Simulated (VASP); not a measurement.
# MoS2 (R-3m) in VASP: relaxation of cell and atoms with PBEsol+D3(BJ)

Aim: the relaxation of cell and atoms of MoS2 with PBEsol+D3(BJ).

Program: VASP 6.6.1. These are calculated values, not measurements. Logs are shortened: lines on timing, memory, paths and dates and some standing lists are left out, and cuts for length are marked.

## (1) The cell of the first run

The structure is trigonal, space group R-3m (No. 166). The conventional cell has a = 3.080 Å, b = 3.080 Å, c = 17.441 Å, α = 90.00°, β = 90.00°, γ = 120.00°. Within 3.2 Å of Mo (site symmetry -3m) lie 6 S at 2.40 Å and 6 Mo at 3.08 Å. Within 3.2 Å of S (site symmetry 3m) lie 3 Mo at 2.40 Å and 9 S at 3.08 to 3.15 Å.

## (2) Relaxation of cell and atoms, PBEsol+D3(BJ)

The input, INCAR:

```
SYSTEM = MoS2
PREC = Accurate
ENCUT = 600
EDIFF = 1E-6
ISMEAR = 0
SIGMA = 0.1
LREAL = .FALSE.
LASPH = .TRUE.
NELM = 100
ALGO = Normal
ISIF = 3
LWAVE = .FALSE.
LCHARG = .FALSE.
GGA = PS
IVDW = 12
IBRION = 2
NSW = 100
EDIFFG = -0.005
LUSENCCL = .FALSE.
```

The input, KPOINTS:

```
regular mesh
0
G
  15 15 15
  0 0 0
```

The input, POSCAR:

```
MoS2
1.0
    1.5398379300      0.8890258434      5.8137828065
   -1.5398379300      0.8890258434      5.8137828065
    0.0000000000     -1.7780516868      5.8137828065
Mo S
1 2
Direct
    0.0000000000      0.0000000000      0.0000000000
    0.7589588368      0.7589588368      0.7589588368
    0.2410411632      0.2410411632      0.2410411632
```

Potentials or basis: VASP PAW PBE potentials, release 64 (Mo_sv, S).

Run with:

```
> cat potpaw_PBE.64/Mo_sv/POTCAR potpaw_PBE.64/S/POTCAR > POTCAR
> mpirun -np 1 vasp_std > vasp.out
```

OUTCAR:

```text
SYSTEM = MoS2
   PREC = Accurate
   ENCUT = 600
   EDIFF = 1E-6
   ISMEAR = 0
   LREAL = .FALSE.
   LASPH = .TRUE.
   NELM = 100
   ISIF = 3
   GGA = PS
   IVDW = 12
   IBRION = 2
   NSW = 100
   EDIFFG = -0.005
 IVDW          = 12

 ion  position               nearest neighbor table
   1  0.000  0.000  0.000-   2 2.40   2 2.40   3 2.40   3 2.40   2 2.40   3 2.40
   2  0.759  0.759  0.759-   1 2.40   1 2.40   1 2.40
   3  0.241  0.241  0.241-   1 2.40   1 2.40   1 2.40

  LATTYP: Found a trigonal (rhomboedric) cell.
 ALAT       =     6.0796001778
 COS(alpha) =     0.8716990170

  Lattice vectors:

 A1 = (   1.5398379300,   0.8890258434,   5.8137828065)
 A2 = (  -1.5398379300,   0.8890258434,   5.8137828065)
 A3 = (   0.0000000000,  -1.7780516868,   5.8137828065)

Analysis of symmetry for initial positions (statically):
=====================================================================
 Subroutine PRICEL returns:
 Original cell was already a primitive cell.

 Routine SETGRP: Setting up the symmetry group for a
 trigonal (rhombohedral) supercell.

 Subroutine GETGRP returns: Found 12 space group operations
 (whereof 12 operations were pure point group operations)
 out of a pool of 12 trial point group operations.

The static configuration has the point symmetry D_3d.

Analysis of symmetry for dynamics (positions and initial velocities):
=====================================================================
 Subroutine PRICEL returns:
 Original cell was already a primitive cell.

 Routine SETGRP: Setting up the symmetry group for a
 trigonal (rhombohedral) supercell.

 Subroutine GETGRP returns: Found 12 space group operations
 (whereof 12 operations were pure point group operations)
 out of a pool of 12 trial point group operations.

The dynamic configuration has the point symmetry D_3d.

 Subroutine INISYM returns: Found 12 space group operations
 (whereof 12 operations are pure point group operations),
 and found     1 'primitive' translations

----------------------------------------------------------------------------------------

                                     Primitive cell

  volume of cell :      47.7529

  direct lattice vectors                    reciprocal lattice vectors
     1.539837930  0.889025843  5.813782806     0.324709497  0.187471116  0.057335017
    -1.539837930  0.889025843  5.813782806    -0.324709497  0.187471116  0.057335017
     0.000000000 -1.778051687  5.813782806     0.000000000 -0.374942231  0.057335017

  length of vectors
     6.079600178  6.079600178  6.079600178     0.379300647  0.379300647  0.379300647

  position of ions in fractional coordinates (direct lattice)
     0.000000000  0.000000000  0.000000000
     0.758958837  0.758958837  0.758958837
     0.241041163  0.241041163  0.241041163

  ion indices of the primitive-cell ions
   primitive index   ion index
                 1           1
                 2           2
                 3           3

----------------------------------------------------------------------------------------

 KPOINTS: regular mesh

Automatic generation of k-mesh.
 Grid dimensions read from file:
 generate k-points for:   15   15   15

 Generating k-lattice:

  Cartesian coordinates                     Fractional coordinates (reciprocal lattice)
     0.021647300  0.012498074  0.003822334     0.066666667  0.000000000 -0.000000000
    -0.021647300  0.012498074  0.003822334     0.000000000  0.066666667 -0.000000000
     0.000000000 -0.024996149  0.003822334    -0.000000000 -0.000000000  0.066666667

  Length of vectors
     0.025286710  0.025286710  0.025286710

  Shift w.r.t. Gamma in fractional coordinates (k-lattice)
     0.000000000  0.000000000  0.000000000

 Subroutine IBZKPT returns following result:
 ===========================================

 Found    344 irreducible k-points:

 Following reciprocal coordinates:
            Coordinates               Weight
  0.000000  0.000000  0.000000      1.000000
  0.066667  0.000000  0.000000      6.000000
  0.133333  0.000000  0.000000      6.000000
  0.200000  0.000000  0.000000      6.000000
  0.266667  0.000000  0.000000      6.000000
  0.333333  0.000000  0.000000      6.000000
[... 16 lines left out ...]
  0.133333  0.133333  0.000000      6.000000
  0.200000  0.133333  0.000000     12.000000
 [... further k-points ...]
   k-points           NKPTS =    344   k-points in BZ     NKDIM =    344   number of bands    NBANDS=     17
   number of dos      NEDOS =    301   number of ions     NIONS =      3
   total plane-waves  NPLWV = 125000
   dimension x,y,z NGX =    50 NGY =   50 NGZ =   50
   dimension x,y,z NGXF=   100 NGYF=  100 NGZF=  100
   ions per type =               1   2
   NGX,Y,Z   is equivalent  to a cutoff of  13.67, 13.67, 13.67 a.u.
   NGXF,Y,Z  is equivalent  to a cutoff of  27.34, 27.34, 27.34 a.u.
 SYSTEM =  MoS2
   PREC   = accura    normal or accurate (medium, high low for compatibility)
   ISTART =      0    job   : 0-new  1-cont  2-samecut
   ICHARG =      2    charge: 1-file 2-atom 10-const
   ISPIN  =      1    spin polarized calculation?
   LNONCOLLINEAR =      F non collinear calculations
   LSORBIT =      F    spin-orbit coupling
   LASPH  =      T    aspherical Exc in radial PAW
   ENCUT  =  600.0 eV  44.10 Ry    6.64 a.u.  12.14 12.14 12.14*2*pi/ulx,y,z
   NELM   =    100;   NELMIN=  2; NELMDL= -5     # of ELM steps
   EDIFF  = 0.1E-05   stopping-criterion for ELM
   LREAL  =      F    real-space projection
   EDIFFG = -.5E-02   stopping-criterion for IOM
   NSW    =    100    number of steps for IOM
   IBRION =      2    ionic relax: 0-MD 1-quasi-New 2-CG
   NFREE  =      1    steps in history (QN), initial steepest desc. (CG)
   ISIF   =      3    stress and relaxation
   ISYM   =      2    0-nonsym 1-usesym 2-fastsym
   POTIM  = 0.5000    time-step for ionic-motion
   TEBEG  =    0.0;   TEEND  =   0.0 temperature during run
   PSTRESS=    0.0 pullay stress
   NELECT =      26.0000    total number of electrons
   NUPDOWN=      -1.0000    fix difference up-down
   EMIN   =  10.00;   EMAX   =-10.00  energy-range for DOS
   EFERMI =   0.00;   METHOD = LEGACY
   ISMEAR =     0;   SIGMA  =   0.10  broadening in eV -4-tet -1-fermi 0-gaus
   EFERMI_NEDOS =   21; number of points for ismear=-14 and -15
   IALGO  =     38    algorithm
   IMIX   =      4    mixing-type and parameters
     AMIX     =   0.40;   BMIX     =  1.00
     AMIX_MAG =   1.60;   BMIX_MAG =  1.00
  volume/ion in A,a.u.               =      15.92       107.42
  Fermi-wavevector in a.u.,A,eV,Ry     =   1.336799  2.526184 24.314042  1.787032
  Thomas-Fermi vector in A             =   2.465398
   LORBIT       =      0    0 simple, 1 ext, 2 COOP (PROOUT), +10 PAW based schemes
   GGA     = PS    functional components
   LHFCALC =     F    Hartree Fock is set to
   AEXX    =    0.0000 exact exchange contribution
   IVDW    =    12    specifies the selected vdW correction
   LEPSILON=     F    determine dielectric tensor
   LRPA    =     F    only Hartree local field effects (RPA)
 conjugate gradient relaxation of ions
 non-spin polarized calculation
 Gauss-broadening in eV      SIGMA  =   0.10
  energy-cutoff  :      600.00
  volume of cell :       47.75
 maximum number of plane-waves:      1614
 NGX is ok and might be reduce to    50
   NGX = 25   NGY = 25   NGZ = 25

--------------------------------------- Ionic step        1  -------------------------------------------

 number of electron      25.9999999 magnetization

 Free energy of the ion-electron system (eV)
  ---------------------------------------------------
  ext. energy  EPLUGINS =         0.00000000
  ---------------------------------------------------
  free energy    TOTEN  =       -22.60391690 eV

  energy without entropy =      -22.59983673  energy(sigma->0) =      -22.60187682

------------------------ aborting loop because EDIFF is reached ----------------------------------------

 Edisp (eV)   -1.24072

 E8    (eV) :    -0.7797

  FORCE on cell =-STRESS in cart. coord.  units (eV):
  Direction    XX          YY          ZZ          XY          YZ          ZX
  --------------------------------------------------------------------------------------
  -------------------------------------------------------------------------------------
  Total       0.00091     0.00091    -0.03490     0.00000     0.00000     0.00000
  in kB       0.03039     0.03039    -1.17104     0.00000     0.00000     0.00000
  external pressure =       -0.37 kB  Pullay stress =        0.00 kB

 VOLUME and BASIS-vectors are now :
 -----------------------------------------------------------------------------
  energy-cutoff  :      600.00
  volume of cell :       47.75
      direct lattice vectors                 reciprocal lattice vectors
     1.539837930  0.889025843  5.813782806     0.324709497  0.187471116  0.057335017
    -1.539837930  0.889025843  5.813782806    -0.324709497  0.187471116  0.057335017
     0.000000000 -1.778051687  5.813782806     0.000000000 -0.374942231  0.057335017
[... 124 lines left out ...]
 POSITION                                       TOTAL-FORCE (eV/Angst)
 -----------------------------------------------------------------------------------
     -0.00000      0.00000      0.00000         0.000000      0.000000      0.000000
      0.00000      0.00000     13.21928        -0.000000      0.000000      0.001789
      0.00000      0.00000      4.19522        -0.000000      0.000000     -0.001789
 -----------------------------------------------------------------------------------
    total drift:                               -0.000000     -0.000000     -0.000000

  FREE ENERGIE OF THE ION-ELECTRON SYSTEM (eV)
  ---------------------------------------------------
  free  energy   TOTEN  =       -23.8447077929 eV

  energy  without entropy=      -23.8406087063  energy(sigma->0) =      -23.84265825

--------------------------------------- Ionic step        5  -------------------------------------------

 number of electron      25.9999999 magnetization

 Free energy of the ion-electron system (eV)
  ---------------------------------------------------
  ext. energy  EPLUGINS =         0.00000000
  ---------------------------------------------------
  free energy    TOTEN  =       -22.60241852 eV

  energy without entropy =      -22.59831909  energy(sigma->0) =      -22.60036880

 E-fermi :   9.1229     XC(G=0): -11.7434

 val. band max:        9.1175483839   @ k =   0.4667   0.4667   0.4667
 cond. band min:       9.1229731782   @ k =   0.4000   0.2667   0.0667
 fundamental gap:      0.0054247943
 Fermi energy:         9.1229289636

 k-point     1 :       0.0000    0.0000    0.0000
  band No.  band energies     occupation
      1     -52.3847      2.00000
      2     -26.5650      2.00000
      3     -26.3211      2.00000
      4     -26.3211      2.00000
      5      -6.4503      2.00000
      6      -4.4219      2.00000
[... 9 lines left out ...]
     16      12.3955      0.00000
     17      12.3955      0.00000
[... 441 lines left out ...]
 k-point    24 :       0.2000    0.1333    0.0000
  band No.  band energies     occupation
      1     -52.3687      2.00000
      2     -26.5359      2.00000
      3     -26.4643      2.00000
      4     -26.3570      2.00000
      5      -5.8738      2.00000
      6      -4.3562      2.00000
[... 9 lines left out ...]
     16      11.9437      0.00000
     17      12.3200      0.00000

 [... further k-points ...]

------------------------ aborting loop because EDIFF is reached ----------------------------------------

 Edisp (eV)   -1.24229

 E8    (eV) :    -0.7807

  FORCE on cell =-STRESS in cart. coord.  units (eV):
  Direction    XX          YY          ZZ          XY          YZ          ZX
  --------------------------------------------------------------------------------------
  -------------------------------------------------------------------------------------
  Total      -0.01042    -0.01042    -0.01328     0.00000     0.00000     0.00000
  in kB      -0.34993    -0.34993    -0.44609     0.00000     0.00000     0.00000
  external pressure =       -0.38 kB  Pullay stress =        0.00 kB

 VOLUME and BASIS-vectors are now :
 -----------------------------------------------------------------------------
  energy-cutoff  :      600.00
  volume of cell :       47.70
      direct lattice vectors                 reciprocal lattice vectors
     1.540157230  0.889210191  5.804814302     0.324642180  0.187432250  0.057423600
    -1.540157230  0.889210191  5.804814302    -0.324642180  0.187432250  0.057423600
     0.000000000 -1.778420382  5.804814302     0.000000000 -0.374864500  0.057423600

 POSITION                                       TOTAL-FORCE (eV/Angst)
 -----------------------------------------------------------------------------------
     -0.00000      0.00000      0.00000         0.000000      0.000000      0.000000
      0.00000      0.00000     13.21926        -0.000000      0.000000      0.000811
      0.00000      0.00000      4.19518        -0.000000      0.000000     -0.000811
 -----------------------------------------------------------------------------------
    total drift:                                0.000000     -0.000000     -0.000000

  FREE ENERGIE OF THE ION-ELECTRON SYSTEM (eV)
  ---------------------------------------------------
  free  energy   TOTEN  =       -23.8447074020 eV

  energy  without entropy=      -23.8406079722  energy(sigma->0) =      -23.84265769

 reached required accuracy - stopping structural energy minimisation
```

Wall time 13 min (1 × NVIDIA H100 80GB with 1 thread of AMD EPYC 7R13 (Zen 3), shared host); peak memory 1.7 GiB.

What came out:

```yaml
Free_energy: -23.8447 eV
Relaxed_volume: 15.90 Å³/atom
Relaxed_cell: a = 6.071 Å, b = 6.071 Å, c = 6.071 Å, α = 29.39°, β = 29.39°, γ = 29.39°
Space_group_after_relaxing_to_0.05_Å: R-3m (No. 166)
Energy_gained_by_relaxing: 0.0 meV/atom
Ionic_steps: 5
Pressure_after_relaxing: 0.0 GPa
Band_gap_on_the_k_mesh: zero (band 13 reaches 9.35 eV, above the bottom of band 14 at 8.89 eV)
Dispersion_energy_per_atom: -0.414 eV
```

Final structure:
```xyz
3
Lattice="1.5402 0.8892 5.8048 -1.5402 0.8892 5.8048 0.0000 -1.7784 5.8048" Properties=species:S:1:pos:R:3 pbc="T T T"
Mo    0.0000    0.0000    0.0000
S     0.0000    0.0000   13.2193
S     0.0000    0.0000    4.1952
```

Caveat: the PAW data sets were made with another functional, which shifts forces and pressure a little; pairwise dispersion overbinds metals, which lowers pressure and volume.
